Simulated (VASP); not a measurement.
Set up this calculation in VASP 6.6.1, as the native input.

```
Task                   : single point
Functional             : PBEsol
Potentials or basis    : VASP PAW PBE potentials, release 64 (Al, Cu)
Cutoff                 : 520 eV
k mesh                 : 12 × 12 × 8
Occupations            : fermi-dirac, width 0.02 eV
Spin                   : no spin polarisation
Dipole correction      : no
Further INCAR settings : ALGO = Fast; EDIFF = 1e-07; NBANDS = 24
```

The structure of Al3Cu2 lies in POSCAR:

```
Al3Cu2
1.0
    4.0919516368      0.0000000000      0.0000000000
   -2.0459758184      3.5437340685      0.0000000000
    0.0000000000      0.0000000000      4.9927787000
Al Cu
3 2
Direct
    0.0000000000      0.0000000000      0.0000000000
    0.3333333333      0.6666666667      0.3499253500
    0.6666666667      0.3333333333      0.6500746500
    0.3333333333      0.6666666667      0.8395121300
    0.6666666667      0.3333333333      0.1604878700
```

One way to write it, as run:

INCAR

```
SYSTEM = Al3Cu2
PREC     = Accurate       ! precision mode
ENCUT    = 520            ! plane-wave cutoff, eV
EDIFF    = 1E-7           ! SCF threshold, eV
ISMEAR   = -1             ! smearing method
SIGMA    = 0.02           ! smearing width, eV
LREAL    = .False.        ! projectors in reciprocal space
LASPH    = .True.         ! aspherical terms in the spheres
NELM     = 80             ! most SCF steps
ALGO     = Fast           ! electronic algorithm
ISIF     = 2              ! what is computed and relaxed
LWAVE    = .False.        ! write WAVECAR
LCHARG   = .False.        ! write CHGCAR
GGA      = PS             ! functional
NBANDS   = 24             ! bands
```

KPOINTS

```
Automatic mesh
0
Gamma
  12 12 8
  0 0 0
```

Potentials or basis: VASP PAW PBE potentials, release 64 (Al, Cu).

The run is started by

```bash
$ cat potpaw_PBE.64/Al/POTCAR potpaw_PBE.64/Cu/POTCAR > POTCAR
$ mpirun -np 1 vasp_std > vasp.out
```

Results of the run:

The pressure is 0.4 GPa and the largest force is 0.060 eV/Å.

Caveat: the PAW data sets were made with another functional, which shifts forces and pressure a little.

It took 3.4 min on 1 thread of Intel(R) Xeon(R) 6975P-C (Granite Rapids), on a shared host, peak memory 0.32 GiB.
